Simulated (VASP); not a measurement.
# H15C2NO6 in VASP: notebook

H15C2NO6 is run at these levels: PBE+D3(BJ); tasks: single point.

All numbers are computed with VASP 6.6.1; they aren't measurements. Logs are shortened: lines on timing, memory, paths and dates and some standing lists are left out, and cuts for length are marked.

**1. The cell of the first run**

The cell holds an amorphous packing of atoms, 24 atoms: a = 6.647 Å, b = 6.647 Å, c = 6.647 Å, α = 90.00°, β = 90.00°, γ = 90.00°.

**2. Single point, PBE+D3(BJ)**

INCAR reads:

```
SYSTEM = H15C2NO6
PREC = Accurate
ENCUT = 520
EDIFF = 1E-7
ISMEAR = -1
SIGMA = 0.05
LREAL = Auto
LASPH = .TRUE.
NELM = 60
ALGO = Normal
ISIF = 2
LWAVE = .FALSE.
LCHARG = .TRUE.
GGA = PE
IVDW = 12
LELF = .TRUE.
LVHAR = .TRUE.
NBANDS = 50
```

KPOINTS reads:

```
Automatic mesh
0
G
  1 1 1
  0 0 0
```

POSCAR reads:

```
H15C2NO6
1.0
    6.6471370000      0.0000000000      0.0000000000
    0.0000000000      6.6471370000      0.0000000000
    0.0000000000      0.0000000000      6.6471370000
O H C N
6 15 2 1
Direct
    0.2826480032      0.5541934821      0.7572733945
    0.8237531436      0.8274238969      0.4404903946
    0.5356892749      0.5312211859      0.0392800690
    0.3494436778      0.8827108573      0.0453127414
    0.8230009401      0.1942941751      0.6464136364
    0.5714941636      0.4635529552      0.4536990888
    0.3758309781      0.5260309815      0.8799277042
    0.1800474400      0.4429275341      0.7667962914
    0.8319822504      0.8718640822      0.2957513889
    0.7406496963      0.7103509376      0.4515929189
    0.4759643137      0.6586294220      0.0907007032
    0.5807763553      0.4519840647      0.1491619625
    0.4598521138      0.9599471171     -0.0066494793
    0.2903054353      0.8272885003     -0.0830583152
    0.8454767820      0.1640104604      0.7936349138
    0.8260849746      0.0524285869      0.5931877137
    0.4588291170      0.5041418584      0.5440387343
    0.6154830268      0.3545285737      0.5295212059
    1.1933709204      0.3809309181      0.1996197762
    0.9782707954      0.5318981691      0.2151001251
    1.0295861211      0.3601249681      0.4180596849
    1.0377700956      0.3801486264      0.2458652500
    0.9115804293      0.2334839796      0.1530433328
    0.8207142413      0.1014722579      0.0842016646
```

Potentials or basis: VASP PAW PBE potentials, release 64 (O, H, C, N).

The run is started by

```sh
cat potpaw_PBE.64/O/POTCAR potpaw_PBE.64/H/POTCAR potpaw_PBE.64/C/POTCAR potpaw_PBE.64/N/POTCAR > POTCAR
mpirun -np 1 vasp_gam > vasp.out
```

OUTCAR:

```text
SYSTEM = H15C2NO6
   PREC = Accurate
   ENCUT = 520
   EDIFF = 1E-7
   ISMEAR = -1
   LREAL = Auto
   LASPH = .TRUE.
   NELM = 60
   ISIF = 2
   GGA = PE
   IVDW = 12
 IVDW          = 12

 ion  position               nearest neighbor table
   1  0.283  0.554  0.757-   8 1.01   7 1.04
   2  0.824  0.827  0.440-  10 0.96   9 1.01
   3  0.536  0.531  0.039-  12 0.95  11 1.00
   4  0.349  0.883  0.045-  13 0.96  14 1.01
   5  0.823  0.194  0.646-  16 1.01  15 1.01
   6  0.571  0.464  0.454-  18 0.93  17 1.00
   7  0.376  0.526  0.880-   1 1.04
   8  0.180  0.443  0.767-   1 1.01
   9  0.832  0.872  0.296-   2 1.01
  10  0.741  0.710  0.452-   2 0.96
  11  0.476  0.659  0.091-   3 1.00
  12  0.581  0.452  0.149-   3 0.95
  13  0.460  0.960  0.993-   4 0.96
  14  0.290  0.827  0.917-   4 1.01
  15  0.845  0.164  0.794-   5 1.01
  16  0.826  0.052  0.593-   5 1.01
  17  0.459  0.504  0.544-   6 1.00
  18  0.615  0.355  0.530-   6 0.93
  19  0.193  0.381  0.200-  22 1.08
  20  0.978  0.532  0.215-  22 1.10
  21  0.030  0.360  0.418-  22 1.15
  22  0.038  0.380  0.246-  19 1.08  20 1.10  21 1.15  23 1.43
  23  0.912  0.233  0.153-  24 1.16  22 1.43
  24  0.821  0.101  0.084-  23 1.16

  LATTYP: Found a simple cubic cell.
 ALAT       =     6.6471370000

  Lattice vectors:

 A1 = (   6.6471370000,   0.0000000000,   0.0000000000)
 A2 = (   0.0000000000,   6.6471370000,   0.0000000000)
 A3 = (   0.0000000000,   0.0000000000,   6.6471370000)

Analysis of symmetry for initial positions (statically):
=====================================================================
 Subroutine PRICEL returns:
 Original cell was already a primitive cell.

 Routine SETGRP: Setting up the symmetry group for a
 simple cubic supercell.

 Subroutine GETGRP returns: Found  1 space group operations
 (whereof  1 operations were pure point group operations)
 out of a pool of 48 trial point group operations.

The static configuration has the point symmetry C_1 .

Analysis of symmetry for dynamics (positions and initial velocities):
=====================================================================
 Subroutine PRICEL returns:
 Original cell was already a primitive cell.

 Routine SETGRP: Setting up the symmetry group for a
 simple cubic supercell.

 Subroutine GETGRP returns: Found  1 space group operations
 (whereof  1 operations were pure point group operations)
 out of a pool of 48 trial point group operations.

The dynamic configuration has the point symmetry C_1 .

 Subroutine INISYM returns: Found  1 space group operations
 (whereof  1 operations are pure point group operations),
 and found     1 'primitive' translations

----------------------------------------------------------------------------------------

                                     Primitive cell

  volume of cell :     293.7000

  direct lattice vectors                    reciprocal lattice vectors
     6.647137000  0.000000000  0.000000000     0.150440709  0.000000000  0.000000000
     0.000000000  6.647137000  0.000000000     0.000000000  0.150440709  0.000000000
     0.000000000  0.000000000  6.647137000     0.000000000  0.000000000  0.150440709

  length of vectors
     6.647137000  6.647137000  6.647137000     0.150440709  0.150440709  0.150440709

  position of ions in fractional coordinates (direct lattice)
     0.282648003  0.554193482  0.757273394
     0.823753144  0.827423897  0.440490395
     0.535689275  0.531221186  0.039280069
     0.349443678  0.882710857  0.045312741
     0.823000940  0.194294175  0.646413636
     0.571494164  0.463552955  0.453699089
[... 16 lines left out ...]
     0.911580429  0.233483980  0.153043333
     0.820714241  0.101472258  0.084201665

  ion indices of the primitive-cell ions
   primitive index   ion index
                 1           1
                 2           2
                 3           3
                 4           4
                 5           5
                 6           6
[... 16 lines left out ...]
                23          23
                24          24

----------------------------------------------------------------------------------------

 KPOINTS: Automatic mesh

Automatic generation of k-mesh.
 Grid dimensions read from file:
 generate k-points for:    1    1    1

 Generating k-lattice:

  Cartesian coordinates                     Fractional coordinates (reciprocal lattice)
     0.150440709  0.000000000  0.000000000     1.000000000  0.000000000  0.000000000
     0.000000000  0.150440709  0.000000000     0.000000000  1.000000000  0.000000000
     0.000000000  0.000000000  0.150440709     0.000000000  0.000000000  1.000000000

  Length of vectors
     0.150440709  0.150440709  0.150440709

  Shift w.r.t. Gamma in fractional coordinates (k-lattice)
     0.000000000  0.000000000  0.000000000

 Subroutine IBZKPT returns following result:
 ===========================================

 Found      1 irreducible k-points:

 Following reciprocal coordinates:
            Coordinates               Weight
  0.000000  0.000000  0.000000      1.000000
   k-points           NKPTS =      1   k-points in BZ     NKDIM =      1   number of bands    NBANDS=     50
   number of dos      NEDOS =    301   number of ions     NIONS =     24
   total plane-waves  NPLWV = 125000
   dimension x,y,z NGX =    50 NGY =   50 NGZ =   50
   dimension x,y,z NGXF=   100 NGYF=  100 NGZF=  100
   ions per type =               6  15   2   1
   NGX,Y,Z   is equivalent  to a cutoff of  12.51, 12.51, 12.51 a.u.
   NGXF,Y,Z  is equivalent  to a cutoff of  25.01, 25.01, 25.01 a.u.
 SYSTEM =  H15C2NO6
   PREC   = accura    normal or accurate (medium, high low for compatibility)
   ISTART =      0    job   : 0-new  1-cont  2-samecut
   ICHARG =      2    charge: 1-file 2-atom 10-const
   ISPIN  =      1    spin polarized calculation?
   LNONCOLLINEAR =      F non collinear calculations
   LSORBIT =      F    spin-orbit coupling
   LASPH  =      T    aspherical Exc in radial PAW
   ENCUT  =  520.0 eV  38.22 Ry    6.18 a.u.  12.36 12.36 12.36*2*pi/ulx,y,z
   NELM   =     60;   NELMIN=  2; NELMDL= -5     # of ELM steps
   EDIFF  = 0.1E-06   stopping-criterion for ELM
   LREAL  =      T    real-space projection
   EDIFFG = 0.1E-05   stopping-criterion for IOM
   NSW    =      0    number of steps for IOM
   IBRION =     -1    ionic relax: 0-MD 1-quasi-New 2-CG
   NFREE  =      0    steps in history (QN), initial steepest desc. (CG)
   ISIF   =      2    stress and relaxation
   ISYM   =      2    0-nonsym 1-usesym 2-fastsym
   POTIM  = 0.5000    time-step for ionic-motion
   TEBEG  =    0.0;   TEEND  =   0.0 temperature during run
   PSTRESS=    0.0 pullay stress
   NELECT =      64.0000    total number of electrons
   NUPDOWN=      -1.0000    fix difference up-down
   EMIN   =  10.00;   EMAX   =-10.00  energy-range for DOS
   EFERMI =   0.00;   METHOD = LEGACY
   ISMEAR =    -1;   SIGMA  =   0.05  broadening in eV -4-tet -1-fermi 0-gaus
   EFERMI_NEDOS =   21; number of points for ismear=-14 and -15
   IALGO  =     38    algorithm
   IMIX   =      4    mixing-type and parameters
     AMIX     =   0.40;   BMIX     =  1.00
     AMIX_MAG =   1.60;   BMIX_MAG =  1.00
  volume/ion in A,a.u.               =      12.24        82.58
  Fermi-wavevector in a.u.,A,eV,Ry     =   0.985145  1.861654 13.204601  0.970511
  Thomas-Fermi vector in A             =   2.116430
   LORBIT       =      0    0 simple, 1 ext, 2 COOP (PROOUT), +10 PAW based schemes
   GGA     = PE    functional components
   LHFCALC =     F    Hartree Fock is set to
   AEXX    =    0.0000 exact exchange contribution
   IVDW    =    12    specifies the selected vdW correction
   LEPSILON=     F    determine dielectric tensor
   LRPA    =     F    only Hartree local field effects (RPA)
 non-spin polarized calculation
  energy-cutoff  :      520.00
  volume of cell :      293.70
 maximum number of plane-waves:      3941
 NGX is ok and might be reduce to    50
   NGX = 25   NGY = 25   NGZ = 25

 number of electron      64.0000005 magnetization

 Free energy of the ion-electron system (eV)
  ---------------------------------------------------
  ext. energy  EPLUGINS =         0.00000000
  ---------------------------------------------------
  free energy    TOTEN  =      -124.01298602 eV

  energy without entropy =     -124.01298602  energy(sigma->0) =     -124.01298602

 E-fermi :  -2.8516     XC(G=0):  -6.2216

 val. band max:       -4.1052532342   @ k =   0.0000   0.0000   0.0000
 cond. band min:       0.8390226085   @ k =   0.0000   0.0000   0.0000
 fundamental gap:      4.9442758427
 Fermi energy:        -2.8516188059

 k-point     1 :       0.0000    0.0000    0.0000
  band No.  band energies     occupation
      1     -23.0272      2.00000
      2     -22.5628      2.00000
      3     -22.3366      2.00000
      4     -22.0366      2.00000
      5     -21.7601      2.00000
      6     -21.7050      2.00000
[... 36 lines left out ...]
     43       5.8677      0.00000
     44       6.2655      0.00000
 [bands above 44 left out]

------------------------ aborting loop because EDIFF is reached ----------------------------------------

 Edisp (eV)   -0.80245

 E8    (eV) :    -0.1742

  FORCE on cell =-STRESS in cart. coord.  units (eV):
  Direction    XX          YY          ZZ          XY          YZ          ZX
  --------------------------------------------------------------------------------------
  -------------------------------------------------------------------------------------
  Total       0.54850     1.62854    -2.25006    -1.25710    -0.49844     1.13145
  in kB       2.99214     8.88392   -12.27442    -6.85769    -2.71907     6.17224
  external pressure =       -0.13 kB  Pullay stress =        0.00 kB

 VOLUME and BASIS-vectors are now :
 -----------------------------------------------------------------------------
  energy-cutoff  :      520.00
  volume of cell :      293.70
      direct lattice vectors                 reciprocal lattice vectors
     6.647137000  0.000000000  0.000000000     0.150440709  0.000000000  0.000000000
     0.000000000  6.647137000  0.000000000     0.000000000  0.150440709  0.000000000
     0.000000000  0.000000000  6.647137000     0.000000000  0.000000000  0.150440709

 POSITION                                       TOTAL-FORCE (eV/Angst)
 -----------------------------------------------------------------------------------
      1.87880      3.68380      5.03370        -0.694111     -1.266785      0.580695
      5.47560      5.50000      2.92800         1.057524      1.552025     -1.105162
      3.56080      3.53110      0.26110        -0.153398      0.889290     -1.072695
      2.32280      5.86750      0.30120        -1.006067     -0.637690     -1.026770
      5.47060      1.29150      4.29680         0.479502     -1.217280      1.426761
      3.79880      3.08130      3.01580        -1.537223      2.190537     -0.840122
[... 16 lines left out ...]
      6.05940      1.55200      1.01730         1.046637      0.084230      0.215473
      5.45540      0.67450      0.55970        -0.692527     -0.529624     -0.434033
 -----------------------------------------------------------------------------------
    total drift:                               -0.002615     -0.000073     -0.001410

  FREE ENERGIE OF THE ION-ELECTRON SYSTEM (eV)
  ---------------------------------------------------
  free  energy   TOTEN  =      -124.8154383281 eV

  energy  without entropy=     -124.8154383280  energy(sigma->0) =     -124.81543833
```

Wall time 20 s (1 thread of Intel Xeon 6975P-C (Granite Rapids), shared host); peak memory 0.33 GiB.

What came out:

```yaml
Free_energy: -124.8154 eV
Pressure: 0.0 GPa
Largest_force: 3.295 eV/Å
Band_gap_on_the_k_mesh: 4.94 eV
Dispersion_energy_per_atom: -0.033 eV
```

Forces in eV/Å, atoms in the order of the input:
```
O   -0.694 -1.267  0.581
O    1.058  1.552 -1.105
O   -0.153  0.889 -1.073
O   -1.006 -0.638 -1.027
O    0.480 -1.217  1.427
O   -1.537  2.191 -0.840
H   -0.272 -0.213 -0.946
H    0.815  1.196 -0.260
H   -0.346 -0.518  1.335
H   -0.825 -1.075 -0.106
H    0.295 -0.049  0.208
H    0.047 -0.614  1.341
H    0.807  0.636  0.010
H    0.116  0.203  0.971
H   -0.432  0.552 -1.174
H   -0.119  0.513 -0.309
H   -0.110  0.400 -0.354
H    1.780 -2.431  1.335
H    0.514 -0.428 -0.304
H   -0.016 -0.021  0.067
H   -0.058 -0.019 -1.312
C   -0.696  0.804  1.753
C    1.047  0.084  0.215
N   -0.693 -0.530 -0.434
```

Stress tensor (GPa, compression positive):
```
 0.30 -0.69  0.62
-0.69  0.89 -0.27
 0.62 -0.27 -1.23
```

Caveat: the k points lie up to 0.95 Å⁻¹ apart.

[end of part 1 of 3]
